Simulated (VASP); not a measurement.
Crystal: Ta3Cu.

```
Ta Cu
1.0
    -2.00651    2.00651    4.20817
     2.00651   -2.00651    4.20817
     2.00651    2.00651   -4.20817
Ta Cu
3 1
Direct
  0.50000 0.50000 0.00000
  0.25000 0.75000 0.50000
  0.75000 0.25000 0.50000
  0.00000 0.00000 0.00000
```

```yaml
Program: VASP 6.6.1
Task: relaxation of cell and atoms
Functional: PBEsol
Potentials_or_basis: VASP PAW PBE potentials, release 64 (Ta_pv, Cu)
Cutoff: 600 eV
k_mesh: 7 × 7 × 7
Occupations: fermi-dirac, width 0.05 eV
Spin: no spin polarisation
```

At the start: pressure -6.1 GPa; volume 16.94 Å³/atom.

Question: Where does the relaxation end?

Answer: Over 6 steps the energy falls by 11.2 meV/atom and the volume is 16.38 Å³/atom (-3.3 %); space group I4/mmm (No. 139, to 0.1 Å) before and after.

The path:
```
step  energy change (eV)  largest force (eV/Å)  pressure (GPa)  volume (Å³)
   1              0.0000                0.0000           -6.06        67.77
   2              0.1118                0.0000           13.54        61.68
   3             -0.0434                0.0000           -0.09        65.59
   4             -0.0434                0.0000            0.04        65.55
   5             -0.0443                0.0000            0.03        65.55
   6             -0.0446                0.0000            0.02        65.54
```

Final structure:
```xyz
4
Lattice="-1.9910 1.9910 4.1330 1.9910 -1.9910 4.1330 1.9910 1.9910 -4.1330" Properties=species:S:1:pos:R:3 pbc="T T T"
Ta    1.9910    1.9910    0.0000
Ta    1.9910    0.0000    2.0665
Ta    0.0000    1.9910    2.0665
Cu    0.0000    3.9821    0.0000
```

Caveat: the PAW data sets were made with another functional, which shifts forces and pressure a little.
